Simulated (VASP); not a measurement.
Wanted: the native input for a VASP 6.6.1 run.

| Property | Result |
| --- | --- |
| Task | single point |
| Functional | r2SCAN |
| Potentials or basis | VASP PAW PBE potentials, release 64 (Hg) |
| Cutoff | 520 eV |
| k mesh | 11 × 11 × 6 |
| Occupations | fermi-dirac, width 0.1 eV |
| Spin | no spin polarisation |
| Dipole correction | no |
| Further INCAR settings | ALGO = Normal; EDIFF = 1e-07; NBANDS = 19 |

Hg:

```
CELL_PARAMETERS angstrom
1.71857 2.97665 0.00000
-1.71857 2.97665 0.00000
0.00000 0.00000 5.41944
ATOMIC_POSITIONS crystal
Hg 0.33330 0.33340 0.25000
Hg 0.66660 0.66670 0.75000
```

One way to write it, as run:

POSCAR

```
Hg
1.0
    1.7185730000      2.9766520000      0.0000000000
   -1.7185730000      2.9766520000      0.0000000000
    0.0000000000      0.0000000000      5.4194360000
Hg
2
Direct
    0.3333000000      0.3334000000      0.2500000000
    0.6666000000      0.6667000000      0.7500000000
```

INCAR.step1

```
SYSTEM = Hg
PREC = Accurate
ENCUT = 520
ISMEAR = -1
SIGMA = 0.1
LREAL = .False.
LASPH = .True.
NELM = 80
NBANDS = 19
GGA = PE
ALGO = Normal
EDIFF = 1E-4
LWAVE = .True.
LCHARG = .False.
```

INCAR.step2

```
SYSTEM = Hg
PREC = Accurate
ENCUT = 520
EDIFF = 1E-7
ISMEAR = -1
SIGMA = 0.1
LREAL = .False.
LASPH = .True.
NELM = 80
ALGO = Normal
ISIF = 2
LWAVE = .False.
LCHARG = .False.
METAGGA = R2SCAN
LMIXTAU = .True.
NBANDS = 19
ISTART = 1
```

KPOINTS

```
regular mesh
0
Gamma
  11 11 6
  0 0 0
```

Potentials or basis: VASP PAW PBE potentials, release 64 (Hg).

Command:

```bash
$ cat potpaw_PBE.64/Hg/POTCAR > POTCAR
$ cp INCAR.step1 INCAR
$ mpirun -np 1 vasp_std > vasp.out
$ cp INCAR.step2 INCAR
$ mpirun -np 1 vasp_std > vasp.out
```

Results of the run:

```
Pressure               : 0.3 GPa
Band gap on the k mesh : zero (bands 12 and 13 overlap by 0.24 eV)
```

Caveat: the PAW data sets were made with another functional, which shifts forces and pressure a little; spin-orbit coupling is left out, which moves the levels of the heavy elements.

It took 6.3 min on 1 thread of Intel(R) Xeon(R) Platinum 8259CL CPU @ 2.50GHz (Skylake/Cascade Lake) (shared host), peak memory 0.27 GiB.
